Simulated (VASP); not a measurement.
A run of VASP 6.6.1 is set up as follows.

Contents of INCAR:

```
PREC = Accurate
ENCUT = 520
EDIFF = 1E-6
ISMEAR = 0
SIGMA = 0.15
LREAL = False
LASPH = True
NELM = 60
ALGO = Normal
ISIF = 2
LWAVE = False
LCHARG = False
GGA = PE
NBANDS = 16
```

The input KPOINTS:

```
regular mesh
0
Gamma
  15 15 12
```

POSCAR

```
CaBr
1.0
    4.1350720187      0.0000000000      0.0000000000
   -2.0675360093      3.5810774147      0.0000000000
    0.0000000000      0.0000000000      3.8952840971
Ca Br
1 1
Direct
    0.0000000000      0.0000000000      0.0000000000
    0.3333333333      0.6666666667      0.5000000000
```

Potentials or basis: VASP PAW PBE potentials, release 64 (Ca_sv, Br).

Command:

```bash
$ cat potpaw_PBE.64/Ca_sv/POTCAR potpaw_PBE.64/Br/POTCAR > POTCAR
$ mpirun -np 1 vasp_std > vasp.out
```

Problem. Predict the pressure.

Solution. 0.3 GPa.

Stress tensor (GPa, compression positive):
```
-1.16  0.00  0.00
 0.00 -1.16  0.00
 0.00  0.00  3.30
```

Caveat: an odd number of electrons without spin polarisation forces a metal; a magnetic or distorted state may lie lower.
